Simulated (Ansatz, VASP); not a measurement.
**Two plane-wave programs on TaN**

The input INCAR:

```
ALGO = Normal
EDIFF = 1E-7
ENCUT = 520
GGA = PE
ISIF = 2
ISMEAR = 0
LASPH = T
LCHARG = F
LREAL = Auto
LWAVE = F
NBANDS = 78
NELM = 80
PREC = Accurate
SIGMA = 0.1
```

KPOINTS

```
k-points
0
Gamma
  7 8 8
```

Contents of POSCAR:

```
TaN
1.0
    0.0000000000      0.0000000000     -5.7955432028
    2.9501846797     -5.1098697569      0.0000000000
   -5.9003693593      0.0000000000      0.0000000000
Ta N
8 8
Direct
    0.2500000000      0.1666666667      0.3333333333
    0.7500000000      0.1666666667      0.3333333333
    0.2500000000      0.6666666667      0.3333333333
    0.7500000000      0.6666666667      0.3333333333
    0.2500000000      0.1666666667      0.8333333333
    0.7500000000      0.1666666667      0.8333333333
    0.2500000000      0.6666666667      0.8333333333
    0.7500000000      0.6666666667      0.8333333333
    0.5000000000      0.0000000000      0.5000000000
    0.0000000000      0.0000000000      0.5000000000
    0.5000000000      0.5000000000      0.5000000000
    0.0000000000      0.5000000000      0.5000000000
    0.5000000000      0.0000000000      0.0000000000
    0.0000000000      0.0000000000      0.0000000000
    0.5000000000      0.5000000000      0.0000000000
    0.0000000000      0.5000000000      0.0000000000
```

Input for Ansatz:

```yaml
crystal:
  lattice:
    - [0.0, 0.0, -5.7955432028]
    - [2.9501846797, -5.1098697569, 0.0]
    - [-5.9003693593, 0.0, 0.0]
  atoms:
    - { symbol: Ta, position: [0.25, 0.1666666667, 0.3333333333] }
    - { symbol: Ta, position: [0.75, 0.1666666667, 0.3333333333] }
    - { symbol: Ta, position: [0.25, 0.6666666667, 0.3333333333] }
    - { symbol: Ta, position: [0.75, 0.6666666667, 0.3333333333] }
    - { symbol: Ta, position: [0.25, 0.1666666667, 0.8333333333] }
    - { symbol: Ta, position: [0.75, 0.1666666667, 0.8333333333] }
    - { symbol: Ta, position: [0.25, 0.6666666667, 0.8333333333] }
    - { symbol: Ta, position: [0.75, 0.6666666667, 0.8333333333] }
    - { symbol: "N", position: [0.5, 0.0, 0.5] }
    - { symbol: "N", position: [0.0, 0.0, 0.5] }
    - { symbol: "N", position: [0.5, 0.5, 0.5] }
    - { symbol: "N", position: [0.0, 0.5, 0.5] }
    - { symbol: "N", position: [0.5, 0.0, 0.0] }
    - { symbol: "N", position: [0.0, 0.0, 0.0] }
    - { symbol: "N", position: [0.5, 0.5, 0.0] }
    - { symbol: "N", position: [0.0, 0.5, 0.0] }
basis:
  ecutwfc: 420
  xc_grid: 2
kpoints:
  mp_grid: { grid: [7, 8, 8], shift: [0.0, 0.0, 0.0] }
hamiltonian:
  xc: pbe
scf:
  occupations: { method: gaussian, width: 0.1 }
output:
  forces: true
  stress: true
  eigenvalues: true
  write_density: true
  write_potential: true
  elf: true
  volumetric_format: npy
```

Alike in both runs: task single point; functional PBE; k mesh 7 × 8 × 8; occupations gaussian, width 0.1 eV; no spin polarisation.

```csv
,VASP,Ansatz
version,VASP 6.6.1,Ansatz 0.2.0
potentials or method,"VASP PAW PBE potentials, release 64 (Ta_pv, N), cutoff 520 eV","scalar-relativistic, plane waves, PAW"
valence electrons in the cell,128,144
```

Ansatz gave:

* gap on the k mesh at the Fermi level (eV): none
* pressure (GPa): 0.0
* traceless stress, the component that is largest in VASP (GPa): 0.00

Problem. Estimate VASP's values.

Solution. gap on the k mesh at the Fermi level (eV): none; pressure (GPa): 0.7; traceless stress, the component that is largest in VASP (GPa): 0.11.

A gap of «none» marks a metal or a gap that the smearing closes. VASP's potentials hold 128 valence electrons a cell and Ansatz's 144, so a difference there can come from the potentials and not from the codes.

Neither program's run includes spin-orbit coupling.
